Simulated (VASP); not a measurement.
A run of VASP 6.6.1 is set up as follows.

The input INCAR:

```
ALGO = Normal ; EDIFF = 1E-6
ENCUT = 1340 ; GGA_COMPAT = False
ISIF = 2 ; ISMEAR = 0
LASPH = True ; LCHARG = True
LELF = True ; LREAL = False
LVHAR = True ; LWAVE = False
NBANDS = 15 ; NELM = 120
PREC = Accurate ; SIGMA = 0.02
```

The input KPOINTS:

```
k-points
0
Gamma
  8 8 8
```

Contents of POSCAR:

```
BaO
1.0
    0.0000000000      2.7171112972      2.7171112972
    2.7171112972      0.0000000000      2.7171112972
    2.7171112972      2.7171112972      0.0000000000
Ba O
1 1
Direct
    0.0000000000      0.0000000000      0.0000000000
    0.5000000000      0.5000000000      0.5000000000
```

Potentials or basis: VASP PAW LDA potentials, release 64 (Ba_sv, O_h).

Run with:

```console
$ cat potpaw_LDA.64/Ba_sv/POTCAR potpaw_LDA.64/O_h/POTCAR > POTCAR
$ mpirun -np 1 vasp_std > vasp.out
```

(1) Estimate the pressure.

(2) Predict the band gap on the k mesh.

Answers

(1) 2.2 GPa.

(2) 1.60 eV.

Caveat: spin-orbit coupling is left out, which moves the levels of the heavy elements.
